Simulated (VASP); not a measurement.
The system is OsC2.

```xyz
3
Lattice="3.2732 0.0000 0.0000 -1.6366 2.8347 0.0000 0.0000 0.0000 3.5351" Properties=species:S:1:pos:R:3 pbc="T T T"
Os    0.0000    0.0000    0.0000
C     0.0000    1.8898    1.7675
C     1.6366    0.9449    1.7675
```

The cell was generated, and may not be a known phase.

- Program: VASP 6.6.1
- Task: relaxation of cell and atoms
- Functional: PBE
- Potentials or basis: VASP PAW PBE potentials, release 64 (Os_sv_GW, C)
- Cutoff: 700 eV
- k mesh: 6 × 6 × 6
- Occupations: gaussian, width 0.1 eV
- Spin: no spin polarisation

At the start: pressure -35.6 GPa; volume 10.93 Å³/atom.

How do energy, volume and symmetry change on relaxing?

Over 19 steps the energy falls by 2000.8 meV/atom and the volume is 10.46 Å³/atom (-4.4 %); space group P6/mmm (No. 191, to 0.1 Å) before and after.

The path:
```csv
step,energy change (eV),largest force (eV/Å),pressure (GPa),volume (Å³)
1,0.0000,0.0000,-35.64,32.80
2,-0.8403,0.0000,57.32,22.50
3,-1.1778,0.0000,6.98,25.37
4,-2.5016,0.0000,30.66,23.70
5,-1.8595,0.0000,185.16,20.36
6,-3.0736,0.0000,75.15,22.28
7,-3.0397,0.0000,86.76,22.01
8,-3.2178,0.0000,90.68,22.11
9,-3.6160,0.0000,104.12,22.34
10,-3.0227,0.0000,156.26,22.48
11,-3.6655,0.0000,116.52,22.43
12,-4.2593,0.0000,93.31,23.43
13,-5.4290,0.0000,43.38,26.56
14,-5.9111,0.0000,-14.68,33.32
15,-5.9993,0.0000,1.26,31.08
16,-6.0015,0.0000,-0.82,31.36
17,-6.0009,0.0000,-2.20,31.55
18,-6.0020,0.0000,-1.17,31.46
19,-6.0024,0.0000,0.04,31.37
```

Final structure:
```
Os C
1.0
     2.52789    0.00000    0.00000
    -1.26394    2.18921    0.00000
     0.00000    0.00000    5.66895
Os C
1 2
Cartesian
  -1.2639 2.1892 0.0000
  0.0000 1.4595 2.8345
  1.2639 0.7297 2.8345
```

Caveat: the k points lie up to 0.48 Å⁻¹ apart in the final cell, too coarse for converged energies and pressures of a metal; a cell axis changed by over 15 % at a fixed basis, so the end point is rough.
